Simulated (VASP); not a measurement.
Wanted: the native input for a VASP 6.6.1 run.

```yaml
Task: single point
Functional: PBE
Potentials_or_basis: VASP PAW PBE potentials, release 64 (Sc_sv, C)
Cutoff: 520 eV
k_mesh: 6 × 6 × 2
Occupations: gaussian, width 0.1 eV
Spin: no spin polarisation
Dipole_correction: no
Further_INCAR_settings: ALGO = Normal; EDIFF = 1e-06; NBANDS = 26
```

The structure of Sc3C lies in POSCAR:

```
Sc3C
1.0
    3.3002954128      0.0000000000      0.0000000000
   -1.6501477064      2.8581396674      0.0000000000
    0.0000000000      0.0000000000      8.2338274786
Sc C
3 1
Direct
    0.6666666667      0.3333333333      0.0000000000
    0.0000000000      0.0000000000      0.6599860561
    0.0000000000      0.0000000000      0.3400139439
    0.6666666667      0.3333333333      0.5000000000
```

These files were run (other wordings do the same):

INCAR

```
PREC = Accurate
ENCUT = 520
EDIFF = 1E-6
ISMEAR = 0
SIGMA = 0.1
LREAL = F
LASPH = T
NELM = 100
ALGO = Normal
ISIF = 2
LWAVE = F
LCHARG = F
GGA = PE
NBANDS = 26
```

KPOINTS

```
regular mesh
0
Gamma
  6 6 2
```

Potentials or basis: VASP PAW PBE potentials, release 64 (Sc_sv, C).

Command:

```bash
$ cat potpaw_PBE.64/Sc_sv/POTCAR potpaw_PBE.64/C/POTCAR > POTCAR
$ mpirun -np 1 vasp_std > vasp.out
```

Results of the run:

| Quantity | Value |
| --- | --- |
| Pressure | 0.3 GPa |
| Largest force | 0.063 eV/Å |

Caveat: the k points lie up to 0.38 Å⁻¹ apart.

Wall time 42 s on 1 thread of Intel(R) Xeon(R) Platinum 8259CL CPU @ 2.50GHz (Skylake/Cascade Lake) (shared host), peak memory 0.21 GiB.
